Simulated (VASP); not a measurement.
# MgO (Periclase) in VASP: notebook

Runs on MgO (Periclase). Level: PBE. Tasks: single point.

Program: VASP 6.6.1. These are calculated values, not measurements. Logs are shortened: lines on timing, memory, paths and dates and some standing lists are left out, and cuts for length are marked.

### 1 The cell of the first run

The cell holds a slab with vacuum, 4 atoms: a = 2.982 Å, b = 2.982 Å, c = 15.652 Å, α = 90.00°, β = 90.00°, γ = 120.00°.

### 2 Single point, PBE

Contents of INCAR:

```
PREC = Accurate ; ENCUT = 520
EDIFF = 1E-6 ; ISMEAR = 1
SIGMA = 0.3 ; LREAL = False
LASPH = True ; NELM = 120
ALGO = Normal ; ISIF = 2
LWAVE = False ; LCHARG = False
LDIPOL = True ; IDIPOL = 3
DIPOL = 0.5 0.5 0.500 ; GGA = PE
NBANDS = 16 ; GGA_COMPAT = False
NELMDL = -8
```

Contents of KPOINTS:

```
Automatic mesh
0
Gamma
  5 5 1
```

Contents of POSCAR:

```
MgO
1.0
    2.9818690000      0.0000000000      0.0000000000
   -1.4909345000      2.5823743048      0.0000000000
    0.0000000000      0.0000000000     15.6520287649
Mg O
2 2
Direct
    0.0000000000      0.0000000000      0.3833368882
    0.6666666667      0.3333333333      0.5388877039
    0.3333333333      0.6666666667      0.4611122961
    0.0000000000      0.0000000000      0.6166631118
```

Potentials or basis: VASP PAW PBE potentials, release 64 (Mg, O).

On the command line:

```bash
$ cat potpaw_PBE.64/Mg/POTCAR potpaw_PBE.64/O/POTCAR > POTCAR
$ mpirun -np 1 vasp_std > vasp.out
```

OUTCAR:

```text
PREC = Accurate
   ENCUT = 520
   EDIFF = 1E-6
   ISMEAR = 1
   LREAL = False
   LASPH = True
   NELM = 120
   ISIF = 2
   GGA = PE
   NELMDL = -8

 ion  position               nearest neighbor table
   1  0.000  0.000  0.383-   3 2.11   3 2.11   3 2.11   2 2.98   2 2.98   2 2.98
   2  0.667  0.333  0.539-   3 2.11   3 2.11   3 2.11   4 2.11   4 2.11   4 2.11   1 2.98   1 2.98
                             1 2.98
   3  0.333  0.667  0.461-   2 2.11   2 2.11   2 2.11   1 2.11   1 2.11   1 2.11
   4  0.000  0.000  0.617-   2 2.11   2 2.11   2 2.11

  LATTYP: Found a hexagonal cell.
 ALAT       =     2.9818690000
 C/A-ratio  =     5.2490665301

  Lattice vectors:

 A1 = (   2.9818690000,   0.0000000000,   0.0000000000)
 A2 = (  -1.4909345000,   2.5823743048,   0.0000000000)
 A3 = (   0.0000000000,   0.0000000000,  15.6520287649)

Analysis of symmetry for initial positions (statically):
=====================================================================
 Subroutine PRICEL returns:
 Original cell was already a primitive cell.

 Routine SETGRP: Setting up the symmetry group for a
 hexagonal supercell.

 Subroutine GETGRP returns: Found  6 space group operations
 (whereof  6 operations were pure point group operations)
 out of a pool of 24 trial point group operations.

The static configuration has the point symmetry C_3v.

Analysis of symmetry for dynamics (positions and initial velocities):
=====================================================================
 Subroutine PRICEL returns:
 Original cell was already a primitive cell.

 Routine SETGRP: Setting up the symmetry group for a
 hexagonal supercell.

 Subroutine GETGRP returns: Found  6 space group operations
 (whereof  6 operations were pure point group operations)
 out of a pool of 24 trial point group operations.

The dynamic configuration has the point symmetry C_3v.

 Subroutine INISYM returns: Found  6 space group operations
 (whereof  6 operations are pure point group operations),
 and found     1 'primitive' translations

----------------------------------------------------------------------------------------

                                     Primitive cell

  volume of cell :     120.5253

  direct lattice vectors                    reciprocal lattice vectors
     2.981869000  0.000000000  0.000000000     0.335360138  0.193620266  0.000000000
    -1.490934500  2.582374305  0.000000000     0.000000000  0.387240532  0.000000000
     0.000000000  0.000000000 15.652028765     0.000000000  0.000000000  0.063889481

  length of vectors
[... 75 lines left out ...]
   TEBEG  =    0.0;   TEEND  =   0.0 temperature during run
   PSTRESS=    0.0 pullay stress
   NELECT =      16.0000    total number of electrons
   NUPDOWN=      -1.0000    fix difference up-down
   EMIN   =  10.00;   EMAX   =-10.00  energy-range for DOS
   EFERMI =   0.00;   METHOD = LEGACY
   ISMEAR =     1;   SIGMA  =   0.30  broadening in eV -4-tet -1-fermi 0-gaus
   EFERMI_NEDOS =   21; number of points for ismear=-14 and -15
   IALGO  =     38    algorithm
   IMIX   =      4    mixing-type and parameters
     AMIX     =   0.40;   BMIX     =  1.00
     AMIX_MAG =   1.60;   BMIX_MAG =  1.00
  volume/ion in A,a.u.               =      30.13       203.34
  Fermi-wavevector in a.u.,A,eV,Ry     =   0.835132  1.578172  9.489332  0.697446
  Thomas-Fermi vector in A             =   1.948640
   LORBIT       =      0    0 simple, 1 ext, 2 COOP (PROOUT), +10 PAW based schemes
   GGA     = PE    functional components
   LHFCALC =     F    Hartree Fock is set to
   AEXX    =    0.0000 exact exchange contribution
   IVDW    =     0    specifies the selected vdW correction
   LEPSILON=     F    determine dielectric tensor
   LRPA    =     F    only Hartree local field effects (RPA)
 non-spin polarized calculation
 Methfessel and Paxton  Order N= 1 SIGMA  =   0.30
  energy-cutoff  :      520.00
  volume of cell :      120.53
 maximum number of plane-waves:      3323
 NGX is ok and might be reduce to    24

 number of electron      16.0000005 magnetization

 dipolmoment           0.000000      0.000000      0.245204 electrons x Angstroem

 Free energy of the ion-electron system (eV)
  ---------------------------------------------------
  ext. energy  EPLUGINS =         0.00000000
  ---------------------------------------------------
  free energy    TOTEN  =       -18.48111192 eV

  energy without entropy =      -18.49232917  energy(sigma->0) =      -18.48485100

 E-fermi :  -3.2496     XC(G=0):  -4.8014

 val. band max:       -3.3104676107   @ k =   0.4000   0.0000   0.0000
 cond. band min:      -3.1984822944   @ k =   0.2000   0.2000   0.0000
 fundamental gap:      0.1119853163
 Fermi energy:        -3.2496285900

 k-point     1 :       0.0000    0.0000    0.0000
  band No.  band energies     occupation
      1     -22.5826      2.00000
      2     -19.0606      2.00000
      3      -9.4146      2.00000
      4      -6.2565      2.00000
      5      -6.2565      2.00000
      6      -5.6534      2.00000
[... 72 lines left out ...]
      3      -9.4343      2.00000
      4      -7.9133      2.00000
      5      -7.8221      2.00000
      6      -5.0872      2.00000
[... 8 lines left out ...]
     15       7.2217      0.00000
     16       7.9650      0.00000

------------------------ aborting loop because EDIFF is reached ----------------------------------------

 vacuum level on the upper side and lower side of the slab       (xc-potential included)         2.596        -3.101

  FORCE on cell =-STRESS in cart. coord.  units (eV):
  Direction    XX          YY          ZZ          XY          YZ          ZX
  --------------------------------------------------------------------------------------
  -------------------------------------------------------------------------------------
  Total        0.8189178      0.8189178     -1.0206605     -0.0000000      0.0000000      0.0000000
  in kB       10.8861048     10.8861048    -13.5679273     -0.0000000      0.0000000      0.0000000
  external PRESSURE =       2.7347608 kB  Pullay stress =       0.0000000 kB

 VOLUME and BASIS-vectors are now :
 -----------------------------------------------------------------------------
  energy-cutoff  :      520.00
  volume of cell :      120.53
      direct lattice vectors                 reciprocal lattice vectors
     2.981869000  0.000000000  0.000000000     0.335360138  0.193620266  0.000000000
    -1.490934500  2.582374305  0.000000000     0.000000000  0.387240532  0.000000000
     0.000000000  0.000000000 15.652028765     0.000000000  0.000000000  0.063889481

 POSITION                                       TOTAL-FORCE (eV/Angst)
 -----------------------------------------------------------------------------------
      0.00000      0.00000      6.00000         0.000000      0.000000      0.700929
      1.49093      0.86079      8.43469         0.000000      0.000000      2.966796
     -0.00000      1.72158      7.21734         0.000000     -0.000000     -2.116117
      0.00000      0.00000      9.65203        -0.000000      0.000000     -1.551608
 -----------------------------------------------------------------------------------
    total drift:                                0.000000     -0.000000     -0.000145

  FREE ENERGIE OF THE ION-ELECTRON SYSTEM (eV)
  ---------------------------------------------------
  free  energy   TOTEN  =       -18.4811119232 eV

  energy  without entropy=      -18.4923291681  energy(sigma->0) =      -18.48485100

 vacuum level on the upper side and lower side of the slab         6.625         0.716
```

It took 20 s on 1 thread of Intel Xeon Platinum 8488C (Sapphire Rapids), shared host; peak memory 0.24 GiB.

What came out:

```
Free energy            : -18.4811 eV
Largest force          : 2.967 eV/Å
Band gap on the k mesh : zero (band 8 reaches -2.85 eV, above the bottom of band 9 at -3.20 eV)
```

Forces in eV/Å, atoms in the order of the input:
```
Mg   0.000  0.000  0.701
Mg   0.000  0.000  2.967
O    0.000  0.000 -2.116
O    0.000  0.000 -1.552
```

Levels at points of the mesh, in eV from the Fermi level:
```tsv
k point	band 5	band 6	band 7	band 8	band 9	band 10	band 11	band 12
(0.00, 0.00, 0.00)	-3.01	-2.40	-0.56	0.40	0.40	3.00	4.73	6.86
```

Caveat: the k points lie up to 0.49 Å⁻¹ apart.

### 3 Single point, PBE

This run uses another cell than the first one: it holds 6 atoms, not 4.

Contents of INCAR:

```
SYSTEM = MgO
PREC = Accurate
ENCUT = 520
EDIFF = 1E-6
ISMEAR = 1
SIGMA = 0.3
LREAL = .FALSE.
LASPH = .TRUE.
NELM = 120
ALGO = Normal
ISIF = 2
LWAVE = .FALSE.
LCHARG = .FALSE.
LDIPOL = .TRUE.
IDIPOL = 3
DIPOL = 0.5 0.5 0.500
GGA = PE
NBANDS = 21
GGA_COMPAT = .FALSE.
NELMDL = -8
```

Contents of KPOINTS:

```
Automatic mesh
0
G
  5 5 1
  0 0 0
```

Contents of POSCAR:

```
MgO
1.0
    2.9818690000      0.0000000000      0.0000000000
   -1.4909345000      2.5823743048      0.0000000000
    0.0000000000      0.0000000000     18.0867146082
Mg O
3 3
Direct
    0.0000000000      0.0000000000      0.3317352062
    0.6666666667      0.3333333333      0.4663470412
    0.3333333333      0.6666666667      0.6009588763
    0.3333333333      0.6666666667      0.3990411237
    1.0000000000      0.0000000000      0.5336529588
    0.6666666667      0.3333333333      0.6682647938
```

Potentials or basis: VASP PAW PBE potentials, release 64 (Mg, O).

On the command line:

```bash
$ cat potpaw_PBE.64/Mg/POTCAR potpaw_PBE.64/O/POTCAR > POTCAR
$ mpirun -np 1 vasp_std > vasp.out
```

It took 31 s on 1 thread of Intel Xeon Platinum 8488C (Sapphire Rapids), shared host; peak memory 0.26 GiB.

Results (log left out):

```
Free energy            : -30.1811 eV
Largest force          : 1.986 eV/Å
Band gap on the k mesh : zero (band 12 reaches -1.74 eV, above the bottom of band 13 at -2.24 eV)
```

Forces on the atoms (eV/Å):
```
Mg   0.000  0.000  0.074
Mg   0.000  0.000  1.476
Mg   0.000  0.000  1.986
O    0.000  0.000 -0.984
O    0.000  0.000 -1.517
O    0.000  0.000 -1.036
```

Levels at points of the mesh, in eV from the Fermi level:
| k point | band 9 | band 10 | band 11 | band 12 | band 13 | band 14 | band 15 | band 16 |
| --- | --- | --- | --- | --- | --- | --- | --- | --- |
| (0.00, 0.00, 0.00) | -1.73 | -1.73 | -0.54 | 0.43 | 0.43 | 2.74 | 4.45 | 5.37 |

Caveat: the k points lie up to 0.49 Å⁻¹ apart.

[end of part 1 of 2]
